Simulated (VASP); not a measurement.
Set up this calculation in VASP 6.6.1, as the native input.

```yaml
Task: single point
Functional: PBE
Potentials_or_basis: VASP PAW PBE potentials, release 64 (Sr_sv, Cl)
Cutoff: 520 eV
k_mesh: 6 × 6 × 6
Occupations: fermi-dirac, width 0.02 eV
Spin: no spin polarisation
Dipole_correction: no
Further_INCAR_settings: ALGO = Normal; EDIFF = 1e-06; NBANDS = 19
```

The structure of SrCl2 lies in POSCAR:

```
SrCl2
1.0
    0.0000000000      3.4976509228      3.4976509228
    3.4976509228      0.0000000000      3.4976509228
    3.4976509228      3.4976509228      0.0000000000
Sr Cl
1 2
Direct
    0.0000000000      0.0000000000      0.0000000000
    0.2500000000      0.2500000000      0.2500000000
    0.7500000000      0.7500000000      0.7500000000
```

These files were run (other wordings do the same):

INCAR

```
SYSTEM = SrCl2
PREC = Accurate ; ENCUT = 520
EDIFF = 1E-6 ; ISMEAR = -1
SIGMA = 0.02 ; LREAL = .FALSE.
LASPH = .TRUE. ; NELM = 60
ALGO = Normal ; ISIF = 2
LWAVE = .FALSE. ; LCHARG = .FALSE.
GGA = PE ; NBANDS = 19
```

KPOINTS

```
regular mesh
0
G
  6 6 6
  0 0 0
```

Potentials or basis: VASP PAW PBE potentials, release 64 (Sr_sv, Cl).

Launch:

```sh
$ cat potpaw_PBE.64/Sr_sv/POTCAR potpaw_PBE.64/Cl/POTCAR > POTCAR
$ mpirun -np 1 vasp_std > vasp.out
```

It gave:

- Pressure: 0.8 GPa
- Band gap on the k mesh: 5.31 eV, indirect (least direct gap 5.51 eV)

It took 56 s on 1 thread of Intel Xeon 6975P-C (shared host), peak memory 0.24 GiB.
